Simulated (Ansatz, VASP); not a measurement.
# TiSn in VASP and in Ansatz

INCAR

```
SYSTEM = TiSn
PREC     = Accurate       ! precision mode
ENCUT    = 600            ! plane-wave cutoff, eV
EDIFF    = 1E-6           ! SCF threshold, eV
ISMEAR   = 0              ! smearing method
SIGMA    = 0.1            ! smearing width, eV
LREAL    = .False.        ! projectors in reciprocal space
LASPH    = .True.         ! aspherical terms in the spheres
NELM     = 80             ! most SCF steps
ALGO     = Normal         ! electronic algorithm
ISIF     = 3              ! what is computed and relaxed
LWAVE    = .False.        ! write WAVECAR
LCHARG   = .False.        ! write CHGCAR
GGA      = PE             ! functional
IBRION   = 2              ! ionic algorithm
NSW      = 90             ! ionic steps
EDIFFG   = -0.04          ! ionic threshold
```

The input KPOINTS:

```
regular mesh
0
Gamma
  6 6 6
  0 0 0
```

Contents of POSCAR:

```
TiSn
1.0
    0.0000000000      2.7727163500      2.7727163500
    2.7727163500      0.0000000000      2.7727163500
    2.7727163500      2.7727163500      0.0000000000
Ti Sn
1 1
Direct
    0.5000000000      0.5000000000      0.5000000000
    0.0000000000      0.0000000000      0.0000000000
```

Input for Ansatz:

```yaml
crystal:
  lattice:
    - [0.0, 2.77271635, 2.77271635]
    - [2.77271635, 0.0, 2.77271635]
    - [2.77271635, 2.77271635, 0.0]
  atoms:
    - { symbol: Ti, position: [0.5, 0.5, 0.5] }
    - { symbol: Sn, position: [0.0, 0.0, 0.0] }
basis:
  ecutwfc: 420
kpoints:
  mp_grid: { grid: [6, 6, 6] }
hamiltonian:
  xc: pbe
scf:
  occupations: { method: gaussian, width: 0.1 }
  lower_state_search: "off"
output:
  forces: true
  stress: true
  eigenvalues: true
relax:
  adjacent_minimum: "off"
  f_tol: 0.04
  max_steps: 70
  cell: { stress_tol: 0.4 }
```

Alike in both runs: task relaxation of cell and atoms; functional PBE; k mesh 6 × 6 × 6; occupations gaussian, width 0.1 eV; no spin polarisation.

|  | VASP | Ansatz |
| --- | --- | --- |
| version | VASP 6.6.1 | Ansatz 0.2.0 |
| potentials or method | VASP PAW PBE potentials, release 64 (Ti_sv, Sn_d), cutoff 600 eV | scalar-relativistic, plane waves, PAW |
| valence electrons in the cell | 26 | 26 |

|  | VASP | Ansatz | Ansatz less VASP |
| --- | --- | --- | --- |
| gap on the k mesh at the Fermi level, each at its own relaxed structure (eV) | none | none | - |
| relaxed volume (Å³/atom) | 21.96 | 21.99 | +0.029 |
| relaxed cell length with the largest relative difference (Å) | 3.960 | 3.962 | +0.0017 |

A gap of «none» marks a metal or a gap that the smearing closes.
